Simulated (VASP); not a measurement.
Input of a VASP 6.6.1 run:

POSCAR

```
MgO
1.0
    0.0000000000      2.1021674158      2.1021674158
    2.1547216012      0.0000000000      2.1021674158
    2.1547216012      2.1021674158      0.0000000000
Mg O
1 1
Direct
    0.0000000000      0.0000000000      0.0000000000
    0.5000000000      0.5000000000      0.5000000000
```

File INCAR.step1:

```
SYSTEM = MgO
PREC = Accurate ; ENCUT = 520
ISMEAR = 0 ; SIGMA = 0.01
LREAL = .False. ; LASPH = .True.
NELM = 60 ; NBANDS = 11
GGA = PE ; ALGO = Normal
EDIFF = 1E-4 ; LWAVE = .True.
LCHARG = .False.
```

The input INCAR.step2:

```
SYSTEM = MgO
PREC = Accurate ; ENCUT = 520
EDIFF = 1E-7 ; ISMEAR = 0
SIGMA = 0.01 ; LREAL = .False.
LASPH = .True. ; NELM = 60
ALGO = Normal ; ISIF = 2
LWAVE = .False. ; LCHARG = .False.
METAGGA = R2SCAN ; LMIXTAU = .True.
NBANDS = 11 ; ISTART = 1
```

Contents of KPOINTS:

```
Automatic mesh
0
Gamma
  10 10 10
  0 0 0
```

Potentials or basis: VASP PAW PBE potentials, release 64 (Mg, O).

Launch:

```bash
$ cat potpaw_PBE.64/Mg/POTCAR potpaw_PBE.64/O/POTCAR > POTCAR
$ cp INCAR.step1 INCAR
$ mpirun -np 1 vasp_std > vasp.out
$ cp INCAR.step2 INCAR
$ mpirun -np 1 vasp_std > vasp.out
```

Q: Estimate the pressure.

A: -4.8 GPa.

Q: Estimate the band gap on the k mesh.

A: 5.37 eV, direct.

Stress tensor (GPa, compression positive):
```
-7.76  0.00  0.00
 0.00 -3.38  0.00
 0.00  0.00 -3.38
```

Caveat: the cell differs from its parent crystal (uniaxial x strain +2.5%); the PAW data sets were made with another functional, which shifts forces and pressure a little.
